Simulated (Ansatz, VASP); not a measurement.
# One calculation of SrCl2, two programs

The input POSCAR:

```
SrCl2
1.0
    4.4072489239      0.0000000000      0.0000000000
   -2.2036244619      3.8167895289      0.0000000000
    0.0000000000      0.0000000000      5.5960649219
Sr Cl
1 2
Direct
    0.0000000000      0.0000000000      0.0000000000
    0.3333333333      0.6666666667      0.2486950223
    0.6666666667      0.3333333333      0.7513049777
```

INCAR.step1

```
PREC     = Accurate       # precision mode
ENCUT    = 400            # plane-wave cutoff, eV
EDIFF    = 1E-5           # SCF threshold, eV
ISMEAR   = 0              # smearing method
SIGMA    = 0.01           # smearing width, eV
LREAL    = F              # projectors in reciprocal space
LASPH    = T              # aspherical terms in the spheres
NELM     = 120            # most SCF steps
ALGO     = Normal         # electronic algorithm
ISIF     = 2              # what is computed and relaxed
LWAVE    = T              # write WAVECAR
GGA      = PE             # functional
NBANDS   = 19             # bands
GGA_COMPAT= F            
KPAR     = 4
```

File INCAR.step2:

```
PREC     = Accurate       # precision mode
ENCUT    = 400            # plane-wave cutoff, eV
EDIFF    = 1E-6           # SCF threshold, eV
ISMEAR   = 0              # smearing method
SIGMA    = 0.01           # smearing width, eV
LREAL    = F              # projectors in reciprocal space
LASPH    = T              # aspherical terms in the spheres
NELM     = 120            # most SCF steps
ALGO     = Normal         # electronic algorithm
ISIF     = 2              # what is computed and relaxed
LWAVE    = F              # write WAVECAR
LCHARG   = T              # write CHGCAR
GGA      = PE             # functional
LHFCALC  = T              # exact exchange
HFSCREEN = 0.2079         # screening, 1/A
PRECFOCK = Normal       
LVHAR    = T            
ISTART   = 1            
NBANDS   = 19             # bands
GGA_COMPAT= F            
KPAR     = 4
```

Contents of KPOINTS:

```
Automatic mesh
0
Gamma
  6 6 4
```

Input for Ansatz:

```yaml
crystal:
  lattice:
    - [4.4072489239, 0.0, 0.0]
    - [-2.2036244619, 3.8167895289, 0.0]
    - [0.0, 0.0, 5.5960649219]
  atoms:
    - { symbol: Sr, position: [0.0, 0.0, 0.0] }
    - { symbol: Cl, position: [0.3333333333, 0.6666666667, 0.2486950223] }
    - { symbol: Cl, position: [0.6666666667, 0.3333333333, 0.7513049777] }
kpoints:
  mp_grid: { grid: [6, 6, 4] }
  band_path:
    path:
      - [0.0, 0.0, 0.0]
      - [0.5, 0.0, 0.0]
      - [0.3333333333, 0.3333333333, 0.0]
      - [0.0, 0.0, 0.5]
      - [0.5, 0.0, 0.5]
      - [0.3333333333, 0.3333333333, 0.5]
    npoints: 1
hamiltonian:
  xc: hse06
scf:
  occupations: { method: fixed }
  n_extra_bands: 4
output:
  forces: true
  stress: true
  eigenvalues: true
```

Alike in both runs: task single point; functional HSE06; k mesh 6 × 6 × 4; no spin polarisation.

|  | VASP | Ansatz |
| --- | --- | --- |
| version | VASP 6.6.1 | Ansatz 0.2.0 |
| potentials or method | VASP PAW PBE potentials, release 64 (Sr_sv, Cl) | plane waves, PAW |
| plane-wave cutoff (eV) | 400 | 420 |
| occupations | gaussian, width 0.01 eV | fixed |
| valence electrons in the cell | 24 | 24 |

Ansatz gave:

| Quantity | Value |
| --- | --- |
| gap on the k mesh at the Fermi level (eV) | 6.45 |
| pressure (GPa) | 0.8 |
| traceless stress, the component that is largest in VASP (GPa) | 0.06 |
| rms of the force components (eV/Å) | 0.027 |

Q: What did VASP give for the same quantities?

A: gap on the k mesh at the Fermi level (eV): 6.45; pressure (GPa): 0.8; traceless stress, the component that is largest in VASP (GPa): 0.03; rms of the force components (eV/Å): 0.017.

Atom by atom the forces differ by 0.010 eV/Å (rms over components). Ansatz's warnings: stress exchange threshold loose, stress scf threshold loose.
